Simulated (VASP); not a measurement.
Here is a VASP 6.6.1 calculation.

Contents of INCAR:

```
SYSTEM = TaN
PREC = Accurate
ENCUT = 520
EDIFF = 1E-6
ISMEAR = -1
SIGMA = 0.17
LREAL = .False.
LASPH = .True.
NELM = 80
ALGO = Normal
ISIF = 2
LWAVE = .False.
LCHARG = .True.
GGA = PE
LELF = .True.
LVHAR = .True.
NBANDS = 60
```

File KPOINTS:

```
Automatic mesh
0
Gamma
  2 2 2
  0 0 0
```

The input POSCAR:

```
TaN
1.0
    5.4568860000      0.0000000000      0.0000000000
   -2.7284430000      4.7258020000      0.0000000000
    0.0000000000      0.0000000000      6.1075020000
Ta N
6 6
Direct
    0.0294977187      0.0477802498     -0.0464019496
    0.3772172323      0.7147781477      0.2074825354
    0.6411262204      0.3137880089      0.2334997189
    0.0265054987      0.0452409982      0.4351533573
    0.3264374171      0.6673153044      0.7367005365
    0.6970246352      0.3731006928      0.7335896083
    0.4216811940      0.0442252976     -0.0447318724
    0.6463552778      0.6718436363     -0.0307490689
    0.0327728201      0.4510768754     -0.0335325310
    0.3950420087      0.0300901307      0.4606465950
    0.6166053095      0.6795248722      0.5053129741
    0.0409470592      0.4063648879      0.4558164696
```

Potentials or basis: VASP PAW PBE potentials, release 64 (Ta_pv, N).

The run is started by

```sh
$ cat potpaw_PBE.64/Ta_pv/POTCAR potpaw_PBE.64/N/POTCAR > POTCAR
$ mpirun -np 1 vasp_std > vasp.out
```

**Question.** What does it give for the band gap on the k mesh?

**Answer.** Zero (band 48 reaches 6.50 eV, above the bottom of band 49 at 6.47 eV).

**Question.** Predict the largest force.

**Answer.** 3.739 eV/Å.

Stress tensor (GPa, compression positive):
```
-20.72   0.30  -2.15
  0.30 -19.15  -1.98
 -2.15  -1.98 -19.27
```

Caveat: the k points lie up to 0.66 Å⁻¹ apart; spin-orbit coupling is left out, which moves the levels of the heavy elements; forces of over 1 eV/Å act on the atoms, so gaps and moduli don't describe the material at rest.
